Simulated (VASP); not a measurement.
# Ir: single point with LDA

Crystal: Ir.

```xyz
1
Lattice="0.0000 2.2624 1.4235 2.2624 0.0000 1.4235 2.2624 2.2624 0.0000" Properties=species:S:1:pos:R:3 pbc="T T T"
Ir    0.0000    0.0000    0.0000
```

```yaml
Program: VASP 6.6.1
Task: single point
Functional: LDA
Potentials_or_basis: VASP PAW LDA potentials, release 64 (Ir)
Cutoff: 520 eV
k_mesh: 22 × 22 × 22
Occupations: gaussian, width 0.15 eV
Spin: no spin polarisation
```

```
Pressure               : -7.0 GPa
Band gap on the k mesh : zero (an odd number of electrons rules out a gap without spin polarisation)
```

Stress tensor (GPa, compression positive):
```
  4.33   0.00   0.00
  0.00   4.33   0.00
  0.00   0.00 -29.58
```

Levels at points of the mesh, in eV from the Fermi level:
| k point | band 1 | band 2 | band 3 | band 4 | band 5 | band 6 | band 7 | band 8 |
| --- | --- | --- | --- | --- | --- | --- | --- | --- |
| (0.00, 0.00, 0.00) | -10.49 | -4.28 | -3.01 | -3.01 | -1.66 | 0.33 | 16.25 | 16.25 |
| (0.50, 0.00, 0.00) | -7.36 | -5.74 | -0.63 | 0.38 | 0.79 | 2.23 | 8.41 | 12.82 |
| (0.50, 0.50, 0.00) | -7.05 | -6.91 | 1.43 | 1.43 | 1.92 | 6.81 | 6.81 | 10.58 |
| (0.50, 0.00, 0.50) | -7.54 | -4.38 | -1.89 | -0.47 | -0.36 | 2.05 | 7.34 | 14.04 |

Wall time 3.5 min on 1 thread of Intel Xeon 8259CL, with other jobs on the host, peak memory 0.24 GiB.

Caveat: the stress differs along the axes, from -30 to 4 GPa; spin-orbit coupling is left out, which moves the levels of the heavy elements.
